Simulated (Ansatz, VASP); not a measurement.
**One calculation of Zr, two programs**

Contents of INCAR:

```
PREC = Accurate
ENCUT = 520
EDIFF = 1E-6
ISMEAR = -1
SIGMA = 0.08
LREAL = False
LASPH = True
NELM = 100
ALGO = Normal
ISIF = 2
LWAVE = False
LCHARG = True
GGA = PS
LELF = True
LVHAR = True
NBANDS = 12
```

The input KPOINTS:

```
Automatic mesh
0
Gamma
  14 14 14
```

The input POSCAR:

```
Zr
1.0
   -1.8100000000      1.8100000000      1.7919000000
    1.8100000000     -1.8100000000      1.7919000000
    1.8100000000      1.8100000000     -1.7919000000
Zr
1
Direct
    0.0000000000      0.0000000000      0.0000000000
```

Input for Ansatz:

```yaml
crystal:
  lattice:
    - [-1.81, 1.81, 1.7919]
    - [1.81, -1.81, 1.7919]
    - [1.81, 1.81, -1.7919]
  atoms:
    - { symbol: Zr, position: [0.0, 0.0, 0.0] }
kpoints:
  mp_grid: { grid: [14, 14, 14] }
  band_path:
    path:
      - [0.0, 0.0, 0.0]
      - [0.0, 0.0, 0.5]
      - [-0.5, 0.5, 0.5]
      - [0.0, 0.0, 0.0]
      - [0.495025, 0.495025, -0.495025]
      - [-0.495025, 0.504975, 0.495025]
      - [-0.5, 0.5, 0.5]
      - [0.0, 0.0, 0.5]
      - [0.25, 0.25, 0.25]
    npoints: 5
scf:
  occupations: { method: fermi_dirac, width: 0.08 }
hamiltonian:
  xc: pbesol
  pseudopotentials: { kind: all_electron, lapw: { basis_error: 0.0005 } }
output:
  forces: true
  stress: true
  eigenvalues: true
```

Change from the starting cell: zz strain of -1 %.

Alike in both runs: task single point; functional PBEsol; k mesh 14 × 14 × 14; occupations fermi-dirac, width 0.08 eV; no spin polarisation.

|  | VASP | Ansatz |
| --- | --- | --- |
| version | VASP 6.6.1 | Ansatz 0.2.0 |
| potentials or method | VASP PAW PBE potentials, release 64 (Zr_sv), cutoff 520 eV | all-electron LAPW, scalar-relativistic |

|  | VASP | Ansatz | Ansatz less VASP |
| --- | --- | --- | --- |
| pressure (GPa) | -5.9 | -5.9 | -0.04 |
| traceless stress, the component that is largest in VASP (GPa) | -0.07 | -0.07 | 0.000 |

VASP's potentials were made for PBE, not for PBEsol. Ansatz ran all-electron here, and VASP with PAW potentials.
